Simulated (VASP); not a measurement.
Input of a VASP 6.6.1 run:

INCAR

```
SYSTEM = Zn7S8
PREC = Accurate
ENCUT = 520
EDIFF = 1E-7
ISMEAR = 0
SIGMA = 0.02
LREAL = Auto
LASPH = .TRUE.
NELM = 60
ALGO = Normal
ISIF = 2
LWAVE = .FALSE.
LCHARG = .FALSE.
GGA = PS
NBANDS = 79
NELECT = 134.0
```

The input KPOINTS:

```
Automatic mesh
0
G
  2 2 2
  0 0 0
```

The input POSCAR:

```
Zn7S8
1.0
    0.0000000000      5.3560912044     -5.3560912044
    5.3560912044      5.3560912044      0.0000000000
    5.3560912044      0.0000000000     -5.3560912044
Zn S
7 8
Direct
    0.0120362962     -0.0120362962      0.5120363704
    0.4879635914     -0.0120362962      0.5120363704
    0.4879635914      0.5120363704      0.5120363704
    0.0120363895     -0.0120363895      0.9879635723
    0.0120362962      0.5120363704      0.9879636657
    0.5000000743      0.0000000000      0.9999999618
    0.4879635914      0.5120363704      0.9879636657
    0.1225700749      0.1258099376      0.1258099376
    0.1198033184      0.6198033927      0.1405899323
    0.6258100118      0.1258099376      0.1258099376
    0.6258099185      0.6225700558      0.1258100309
    0.1198033184      0.1405899323      0.6198033927
    0.1198034118      0.6198032993      0.6198032993
    0.6258099185      0.1258100309      0.6225700558
    0.6405901000      0.6198032993      0.6198032993
```

Potentials or basis: VASP PAW PBE potentials, release 64 (Zn, S).

Run with:

```sh
$ cat potpaw_PBE.64/Zn/POTCAR potpaw_PBE.64/S/POTCAR > POTCAR
$ mpirun -np 1 vasp_std > vasp.out
```

Question: Predict the largest force.

Answer: 0.030 eV/Å.

Forces on the atoms (eV/Å):
```
Zn   0.000  0.000 -0.006
Zn   0.000 -0.006  0.000
Zn   0.006  0.000  0.000
Zn  -0.006  0.000  0.000
Zn   0.000  0.006  0.000
Zn   0.000  0.000  0.000
Zn   0.000  0.000  0.006
S   -0.001  0.001 -0.001
S    0.017 -0.017 -0.017
S   -0.001 -0.001  0.001
S    0.001  0.001  0.001
S    0.017  0.017  0.017
S   -0.017 -0.017  0.017
S    0.001 -0.001 -0.001
S   -0.017  0.017 -0.017
```

Caveat: the k points lie up to 0.51 Å⁻¹ apart; the cell carries a net charge on a neutralising background, which shifts energy and pressure; the PAW data sets were made with another functional, which shifts forces and pressure a little.
